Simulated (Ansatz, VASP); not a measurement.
**Li3Si2N: VASP beside Ansatz**

```
Li Si N
1.0
     2.29881   -4.10040    0.00000
     2.29881    4.10040    0.00000
     0.00000    0.00000    5.13902
Li Si N
3 2 1
Cartesian
  0.0000 0.0000 1.1475
  0.0000 0.0000 3.9915
  2.2988 0.0000 2.5695
  2.2988 -1.7124 0.0000
  2.2988 1.7124 0.0000
  2.2988 0.0000 0.0000
```

Alike in both runs: task relaxation of cell and atoms; functional PBE; k mesh 10 × 10 × 8; occupations gaussian, width 0.1 eV; no spin polarisation.

|  | VASP | Ansatz |
| --- | --- | --- |
| version | VASP 6.6.1 | Ansatz 0.2.0 |
| potentials or method | VASP PAW PBE potentials, release 64 (Li_sv, Si, N), cutoff 600 eV | scalar-relativistic, plane waves, PAW |
| valence electrons in the cell | 22 | 22 |

```tsv
	VASP	Ansatz	Ansatz less VASP
gap on the k mesh at the Fermi level, each at its own relaxed structure (eV)	none	none	-
relaxed volume (Å³/atom)	16.14	16.21	+0.071
relaxed length of the cell vector where the two differ most in proportion (Å)	5.128	5.140	+0.0116
```

A gap of «none» marks a metal or a gap that the smearing closes.

Noted on VASP's run: the cutoff is under 1.25 times that of the potentials, so the pressure is a little rough.
